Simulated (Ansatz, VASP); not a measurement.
**Ta3TiGe8 in VASP and in Ansatz**

Contents of INCAR:

```
SYSTEM = Ta3TiGe8
ALGO = Normal
EDIFF = 1E-6
ENCUT = 520
GGA = PE
ISIF = 2
ISMEAR = 0
LASPH = .TRUE.
LCHARG = .FALSE.
LREAL = .FALSE.
LWAVE = .FALSE.
NBANDS = 90
NELM = 80
PREC = Accurate
SIGMA = 0.2
```

The input KPOINTS:

```
k-points
0
G
  6 6 4
  0 0 0
```

POSCAR

```
Ta3TiGe8
1.0
   -5.0584998000      0.0000000000      0.0000000000
    2.5292499000     -4.3853718000      0.0000000000
    0.0000000000      0.0000000000      8.8814086000
Ti Ta Ge
1 3 8
Direct
    0.5000000000      0.0000000000      0.0000000000
    0.5000000000      0.5000000000      0.7494080000
    0.0000000000      0.5000000000      0.2505920000
    0.0000000000      0.0000000000      0.5000000000
    0.3407150000      0.1746230000      0.2478780000
    0.8339080000      0.1746230000      0.7521220000
    0.6592850000      0.8253770000      0.2478780000
    0.1660920000      0.8253770000      0.7521220000
    0.6608000000      0.3216000000      0.5000000000
    0.1590190000      0.3180380000      0.0000000000
    0.3392000000      0.6784000000      0.5000000000
    0.8409810000      0.6819620000      0.0000000000
```

Input for Ansatz:

```yaml
crystal:
  lattice:
    - [-5.0584998, 0.0, 0.0]
    - [2.5292499, -4.3853718, 0.0]
    - [0.0, 0.0, 8.8814086]
  atoms:
    - { symbol: Ti, position: [0.5, 0.0, 0.0] }
    - { symbol: Ta, position: [0.5, 0.5, 0.749408] }
    - { symbol: Ta, position: [0.0, 0.5, 0.250592] }
    - { symbol: Ta, position: [0.0, 0.0, 0.5] }
    - { symbol: Ge, position: [0.340715, 0.174623, 0.247878] }
    - { symbol: Ge, position: [0.833908, 0.174623, 0.752122] }
    - { symbol: Ge, position: [0.659285, 0.825377, 0.247878] }
    - { symbol: Ge, position: [0.166092, 0.825377, 0.752122] }
    - { symbol: Ge, position: [0.6608, 0.3216, 0.5] }
    - { symbol: Ge, position: [0.159019, 0.318038, 0.0] }
    - { symbol: Ge, position: [0.3392, 0.6784, 0.5] }
    - { symbol: Ge, position: [0.840981, 0.681962, 0.0] }
basis:
  ecutwfc: 420
kpoints:
  mp_grid: { grid: [6, 6, 4] }
hamiltonian:
  xc: pbe
scf:
  occupations: { method: gaussian, width: 0.2 }
  lower_state_search: "off"
output:
  forces: true
  stress: true
  eigenvalues: true
```

Alike in both runs: task single point; functional PBE; k mesh 6 × 6 × 4; occupations gaussian, width 0.2 eV; no spin polarisation.

```csv
,VASP,Ansatz
version,VASP 6.6.1,Ansatz 0.2.0
potentials or method,"VASP PAW PBE potentials, release 64 (Ti_sv, Ta_pv, Ge_d), cutoff 520 eV","scalar-relativistic, plane waves, PAW"
valence electrons in the cell,157,163
```

|  | VASP | Ansatz | Ansatz less VASP |
| --- | --- | --- | --- |
| gap on the k mesh at the Fermi level (eV) | none | none | - |
| pressure (GPa) | 0.1 | 0.0 | -0.13 |
| rms of the force components (eV/Å) | 0.004 | 0.005 | +0.0005 |

Atom by atom the forces differ by 0.001 eV/Å (rms over components). A gap of «none» marks a metal or a gap that the smearing closes. VASP's potentials hold 157 valence electrons a cell and Ansatz's 163, so a difference there can come from the potentials and not from the codes.

Spin-orbit coupling is off throughout.
